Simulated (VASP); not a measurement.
# ScAs2 (P6/mmm) in VASP: single point with PBE

Aim: the single point of ScAs2 with PBE.

Everything below comes from runs of VASP 6.6.1. Logs are shortened: lines on timing, memory, paths and dates and some standing lists are left out, and cuts for length are marked.

## Step 1: The cell of the first run

It takes space group P6/mmm (No. 191, hexagonal). Conventional cell: a = 4.742 Å, b = 4.742 Å, c = 3.298 Å, α = 90.00°, β = 90.00°, γ = 120.00°. Within 4.2 Å of Sc (site symmetry 6/mmm) lie 12 As at 3.20 Å and 2 Sc at 3.30 Å. As (site symmetry -6m2) has 5 As at 2.74 to 3.30 Å and 6 Sc at 3.20 Å within 3.6 Å.

The cell was built from a structure type or drawn by symmetry, and may not be a known phase.

## Step 2: Single point, PBE

Contents of INCAR:

```
PREC = Accurate
ENCUT = 520
EDIFF = 1E-6
ISMEAR = 0
SIGMA = 0.1
LREAL = False
LASPH = True
NELM = 100
ALGO = Normal
ISIF = 2
LWAVE = False
LCHARG = False
GGA = PE
NBANDS = 18
```

Contents of KPOINTS:

```
Automatic mesh
0
Gamma
  6 6 6
```

Contents of POSCAR:

```
ScAs2
1.0
    4.7415531200      0.0000000000      0.0000000000
   -2.3707765600      4.1063054600      0.0000000000
    0.0000000000      0.0000000000      3.2976590000
Sc As
1 2
Direct
    0.0000000000      0.0000000000      0.0000000000
    0.3333333300      0.6666666700      0.5000000000
    0.6666666700      0.3333333300      0.5000000000
```

Potentials or basis: VASP PAW PBE potentials, release 64 (Sc_sv, As).

Run with:

```bash
$ cat potpaw_PBE.64/Sc_sv/POTCAR potpaw_PBE.64/As/POTCAR > POTCAR
$ mpirun -np 1 vasp_std > vasp.out
```

OUTCAR:

```text
PREC = Accurate
   ENCUT = 520
   EDIFF = 1E-6
   ISMEAR = 0
   LREAL = False
   LASPH = True
   NELM = 100
   ISIF = 2
   GGA = PE

 ion  position               nearest neighbor table
   1  0.000  0.000  0.000-
   2  0.333  0.667  0.500-   3 2.74   3 2.74   3 2.74
   3  0.667  0.333  0.500-   2 2.74   2 2.74   2 2.74

  LATTYP: Found a hexagonal cell.
 ALAT       =     4.7415531200
 C/A-ratio  =     0.6954807669

  Lattice vectors:

 A1 = (   4.7415531200,   0.0000000000,   0.0000000000)
 A2 = (  -2.3707765600,   4.1063054600,   0.0000000000)
 A3 = (   0.0000000000,   0.0000000000,   3.2976590000)

Analysis of symmetry for initial positions (statically):
=====================================================================
 Subroutine PRICEL returns:
 Original cell was already a primitive cell.

 Routine SETGRP: Setting up the symmetry group for a
 hexagonal supercell.

 Subroutine GETGRP returns: Found 24 space group operations
 (whereof 24 operations were pure point group operations)
 out of a pool of 24 trial point group operations.

The static configuration has the point symmetry D_6h.

Analysis of symmetry for dynamics (positions and initial velocities):
=====================================================================
 Subroutine PRICEL returns:
 Original cell was already a primitive cell.

 Routine SETGRP: Setting up the symmetry group for a
 hexagonal supercell.

 Subroutine GETGRP returns: Found 24 space group operations
 (whereof 24 operations were pure point group operations)
 out of a pool of 24 trial point group operations.

The dynamic configuration has the point symmetry D_6h.

 Subroutine INISYM returns: Found 24 space group operations
 (whereof 24 operations are pure point group operations),
 and found     1 'primitive' translations

----------------------------------------------------------------------------------------

                                     Primitive cell

  volume of cell :      64.2063

  direct lattice vectors                    reciprocal lattice vectors
     4.741553120  0.000000000  0.000000000     0.210901360  0.121763957  0.000000000
    -2.370776560  4.106305460  0.000000000     0.000000000  0.243527913  0.000000000
     0.000000000  0.000000000  3.297659000     0.000000000  0.000000000  0.303245423

  length of vectors
     4.741553120  4.741553124  3.297659000     0.243527913  0.243527913  0.303245423

  position of ions in fractional coordinates (direct lattice)
     0.000000000  0.000000000  0.000000000
     0.333333330  0.666666670  0.500000000
     0.666666670  0.333333330  0.500000000

  ion indices of the primitive-cell ions
   primitive index   ion index
                 1           1
                 2           2
                 3           3

----------------------------------------------------------------------------------------

 KPOINTS: Automatic mesh

Automatic generation of k-mesh.
 Grid dimensions read from file:
 generate k-points for:    6    6    6

 Generating k-lattice:

  Cartesian coordinates                     Fractional coordinates (reciprocal lattice)
     0.035150227  0.020293993  0.000000000     0.166666667 -0.000000000  0.000000000
     0.000000000  0.040587986  0.000000000     0.000000000  0.166666667  0.000000000
     0.000000000  0.000000000  0.050540904     0.000000000  0.000000000  0.166666667

  Length of vectors
     0.040587986  0.040587986  0.050540904

  Shift w.r.t. Gamma in fractional coordinates (k-lattice)
     0.000000000  0.000000000  0.000000000

 Subroutine IBZKPT returns following result:
 ===========================================

 Found     28 irreducible k-points:

 Following reciprocal coordinates:
            Coordinates               Weight
  0.000000  0.000000  0.000000      1.000000
  0.166667  0.000000  0.000000      6.000000
  0.333333 -0.000000  0.000000      6.000000
  0.500000 -0.000000  0.000000      3.000000
  0.166667  0.166667  0.000000      6.000000
  0.333333  0.166667  0.000000     12.000000
[... 16 lines left out ...]
  0.166667  0.000000  0.500000      6.000000
  0.333333 -0.000000  0.500000      6.000000
 [... further k-points ...]
   k-points           NKPTS =     28   k-points in BZ     NKDIM =     28   number of bands    NBANDS=     18
   number of dos      NEDOS =    301   number of ions     NIONS =      3
   total plane-waves  NPLWV =  36288
   dimension x,y,z NGX =    36 NGY =   36 NGZ =   28
   dimension x,y,z NGXF=    72 NGYF=   72 NGZF=   56
   ions per type =               1   2
   NGX,Y,Z   is equivalent  to a cutoff of  12.62, 12.62, 14.12 a.u.
   NGXF,Y,Z  is equivalent  to a cutoff of  25.24, 25.24, 28.23 a.u.
 SYSTEM =  unknown system
   PREC   = accura    normal or accurate (medium, high low for compatibility)
   ISTART =      0    job   : 0-new  1-cont  2-samecut
   ICHARG =      2    charge: 1-file 2-atom 10-const
   ISPIN  =      1    spin polarized calculation?
   LNONCOLLINEAR =      F non collinear calculations
   LSORBIT =      F    spin-orbit coupling
   LASPH  =      T    aspherical Exc in radial PAW
   ENCUT  =  520.0 eV  38.22 Ry    6.18 a.u.   8.82  8.82  6.13*2*pi/ulx,y,z
   NELM   =    100;   NELMIN=  2; NELMDL= -5     # of ELM steps
   EDIFF  = 0.1E-05   stopping-criterion for ELM
   LREAL  =      F    real-space projection
   EDIFFG = 0.1E-04   stopping-criterion for IOM
   NSW    =      0    number of steps for IOM
   IBRION =     -1    ionic relax: 0-MD 1-quasi-New 2-CG
   NFREE  =      0    steps in history (QN), initial steepest desc. (CG)
   ISIF   =      2    stress and relaxation
   ISYM   =      2    0-nonsym 1-usesym 2-fastsym
   POTIM  = 0.5000    time-step for ionic-motion
   TEBEG  =    0.0;   TEEND  =   0.0 temperature during run
   PSTRESS=    0.0 pullay stress
   NELECT =      21.0000    total number of electrons
   NUPDOWN=      -1.0000    fix difference up-down
   EMIN   =  10.00;   EMAX   =-10.00  energy-range for DOS
   EFERMI =   0.00;   METHOD = LEGACY
   ISMEAR =     0;   SIGMA  =   0.10  broadening in eV -4-tet -1-fermi 0-gaus
   EFERMI_NEDOS =   21; number of points for ismear=-14 and -15
   IALGO  =     38    algorithm
   IMIX   =      4    mixing-type and parameters
     AMIX     =   0.40;   BMIX     =  1.00
     AMIX_MAG =   1.60;   BMIX_MAG =  1.00
  volume/ion in A,a.u.               =      21.40       144.43
  Fermi-wavevector in a.u.,A,eV,Ry     =   1.127947  2.131511 17.310211  1.272265
  Thomas-Fermi vector in A             =   2.264635
   LORBIT       =      0    0 simple, 1 ext, 2 COOP (PROOUT), +10 PAW based schemes
   GGA     = PE    functional components
   LHFCALC =     F    Hartree Fock is set to
   AEXX    =    0.0000 exact exchange contribution
   IVDW    =     0    specifies the selected vdW correction
   LEPSILON=     F    determine dielectric tensor
   LRPA    =     F    only Hartree local field effects (RPA)
 non-spin polarized calculation
 Gauss-broadening in eV      SIGMA  =   0.10
  energy-cutoff  :      520.00
  volume of cell :       64.21
 maximum number of plane-waves:      1748
 NGX is ok and might be reduce to    36
   NGX = 17   NGY = 17   NGZ = 13

 number of electron      21.0000002 magnetization

 Free energy of the ion-electron system (eV)
  ---------------------------------------------------
  ext. energy  EPLUGINS =         0.00000000
  ---------------------------------------------------
  free energy    TOTEN  =       -16.50179020 eV

  energy without entropy =      -16.48536701  energy(sigma->0) =      -16.49357860

 E-fermi :   5.4271     XC(G=0): -10.2537

 val. band max:        5.4262232278   @ k =   0.3333  -0.0000   0.1667
 cond. band min:       5.4425136216   @ k =   0.0000   0.0000   0.3333
 fundamental gap:      0.0162903938
 Fermi energy:         5.4271422812

 k-point     1 :       0.0000    0.0000    0.0000
  band No.  band energies     occupation
      1     -45.0004      2.00000
      2     -23.5982      2.00000
      3     -23.5982      2.00000
      4     -23.5402      2.00000
      5      -8.1198      2.00000
      6      -2.9477      2.00000
[... 10 lines left out ...]
     17       8.1280      0.00000
     18       9.3100      0.00000

 k-point     2 :       0.1667    0.0000    0.0000
  band No.  band energies     occupation
      1     -45.0003      2.00000
      2     -23.6002      2.00000
      3     -23.5986      2.00000
      4     -23.5401      2.00000
      5      -7.9178      2.00000
      6      -3.6463      2.00000
[... 10 lines left out ...]
     17       8.9912      0.00000
     18       9.0958      0.00000

 k-point     3 :       0.3333   -0.0000    0.0000
  band No.  band energies     occupation
      1     -45.0002      2.00000
      2     -23.6043      2.00000
      3     -23.5996      2.00000
      4     -23.5398      2.00000
      5      -7.3588      2.00000
      6      -4.8601      2.00000
[... 10 lines left out ...]
     17       9.0526      0.00000
     18      10.4924      0.00000

 k-point     4 :       0.5000   -0.0000    0.0000
  band No.  band energies     occupation
      1     -45.0002      2.00000
      2     -23.6063      2.00000
      3     -23.6000      2.00000
      4     -23.5397      2.00000
      5      -6.8336      2.00000
      6      -5.6319      2.00000
[... 375 lines left out ...]
      4     -23.5772      2.00000
      5      -6.8016      2.00000
      6      -1.7302      2.00000
[... 10 lines left out ...]
     17       9.9303      0.00000
     18       9.9303      0.00000

 k-point    23 :       0.1667    0.0000    0.5000
  band No.  band energies     occupation
      1     -44.9832      2.00000
      2     -23.7270      2.00000
      3     -23.5785      2.00000
      4     -23.5775      2.00000
      5      -6.6382      2.00000
      6      -2.4039      2.00000
[... 10 lines left out ...]
     17       9.8422      0.00000
     18      10.2805      0.00000

 k-point    24 :       0.3333   -0.0000    0.5000
  band No.  band energies     occupation
      1     -44.9831      2.00000
      2     -23.7259      2.00000
      3     -23.5812      2.00000
      4     -23.5781      2.00000
      5      -6.1825      2.00000
      6      -3.6150      2.00000
[... 10 lines left out ...]
     17       9.2023      0.00000
     18       9.4938      0.00000

 [... further k-points ...]

------------------------ aborting loop because EDIFF is reached ----------------------------------------

  FORCE on cell =-STRESS in cart. coord.  units (eV):
  Direction    XX          YY          ZZ          XY          YZ          ZX
  --------------------------------------------------------------------------------------
  -------------------------------------------------------------------------------------
  Total       -2.0876293     -2.0876293     -1.7019472      0.0000000      0.0000000      0.0000000
  in kB      -52.0938365    -52.0938366    -42.4696852      0.0000000      0.0000000      0.0000000
  external PRESSURE =     -48.8857861 kB  Pullay stress =       0.0000000 kB

 VOLUME and BASIS-vectors are now :
 -----------------------------------------------------------------------------
  energy-cutoff  :      520.00
  volume of cell :       64.21
      direct lattice vectors                 reciprocal lattice vectors
     4.741553120  0.000000000  0.000000000     0.210901360  0.121763957  0.000000000
    -2.370776560  4.106305460  0.000000000     0.000000000  0.243527913  0.000000000
     0.000000000  0.000000000  3.297659000     0.000000000  0.000000000  0.303245423

 POSITION                                       TOTAL-FORCE (eV/Angst)
 -----------------------------------------------------------------------------------
      0.00000      0.00000      0.00000         0.000000      0.000000     -0.000000
     -0.00000      2.73754      1.64883        -0.000000     -0.000000     -0.000000
      2.37078      1.36877      1.64883         0.000000      0.000000      0.000000
 -----------------------------------------------------------------------------------
    total drift:                               -0.000000      0.000000     -0.000000

  FREE ENERGIE OF THE ION-ELECTRON SYSTEM (eV)
  ---------------------------------------------------
  free  energy   TOTEN  =       -16.5017901982 eV

  energy  without entropy=      -16.4853670083  energy(sigma->0) =      -16.49357860
```

Run time: 83 s. Hardware: 1 thread of AMD EPYC 7R13, shared host; peak memory 0.16 GiB.

What came out:

* Free energy: -16.5018 eV
* Pressure: -4.9 GPa
* Band gap on the k mesh: zero (an odd number of electrons rules out a gap without spin polarisation)

Stress tensor (GPa, compression positive):
```
-5.21  0.00  0.00
 0.00 -5.21  0.00
 0.00  0.00 -4.25
```

Caveat: the cell stands under tension.
